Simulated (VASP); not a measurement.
Runs of VASP 6.6.1 on NaH. The structure is that of space group Fm-3m (No. 225), or close to it. The cells are those of the table. 

| task | level | cell | k mesh | cutoff (eV) | smearing | grid for exact exchange (PRECFOCK) | share of exact exchange | screening parameter | gap on the mesh (eV) | pressure (GPa) | relaxed volume (Å³/atom) |
| --- | --- | --- | --- | --- | --- | --- | --- | --- | --- | --- | --- |
| single point | PBE0 | a = 3.391 Å, angles 60.0°, 2 atoms | 6 × 6 × 6 | 520 | gaussian 0.01 eV | Normal | 0.25 | - | (a) | 0.2 | - |
| single point | PBE | a = 3.391 Å, angles 60.0°, 2 atoms | 10 × 10 × 10 | 520 | fermi-dirac 0.02 eV | - | - | - | 3.82 | 0.5 | - |
| relaxation of cell and atoms | r2SCAN | relaxed from a = 3.417 Å, angles 60.0°, 2 atoms | 8 × 8 × 8 | 600 | fermi-dirac 0.02 eV | - | - | - | 4.43 | 0.0 | 13.61 |
| single point | r2SCAN | a = 3.391 Å, angles 60.0°, 2 atoms | 8 × 8 × 8 | 520 | fermi-dirac 0.02 eV | - | - | - | 4.41 | -0.3 | - |
| relaxation of cell and atoms | PBE | relaxed from a = 2.808 Å, angles 60.0°, 2 atoms | 10 × 10 × 10 | 600 | fermi-dirac 0.02 eV | - | - | - | 3.81 | 0.0 | 13.82 |
| dielectric tensor | r2SCAN | a = 3.391 Å, angles 60.0°, 2 atoms | 8 × 8 × 8 | 520 | gaussian 0.01 eV | - | - | - | 4.41 | - | - |
| single point | r2SCAN | a = 3.391 Å, angles 60.0°, 2 atoms | 10 × 10 × 10 | 520 | gaussian 0.01 eV | - | - | - | 4.43 | -0.3 | - |
| single point | PBE | a = 3.391 Å, angles 60.0°, 2 atoms | 6 × 6 × 6 | 520 | gaussian 0.01 eV | - | - | - | 3.85 | 0.5 | - |
| single point | PBE | a = 3.417 Å, angles 60.0°, 2 atoms | 10 × 10 × 10 | 520 | fermi-dirac 0.02 eV | - | - | - | (b) | 0.0 | - |
| single point | HSE06 | a = 3.391 Å, angles 60.0°, 2 atoms | 6 × 6 × 6 | 520 | gaussian 0.01 eV | Normal | 0.25 | 0.2079 1/Å | 4.89 | 0.2 | - |

Alike in all rows: potentials or basis VASP PAW PBE potentials, release 64 (Na_pv, H); no spin polarisation.

Task: Estimate the missing entries.

Result: (a) 5.63; (b) 3.78.

Caveats: the PAW data sets were made with another functional, which shifts forces and pressure a little (at least some runs); the volume moved by over 15 % at a fixed basis, so the end points are rough (at least some runs).

A k mesh can miss the band edges.
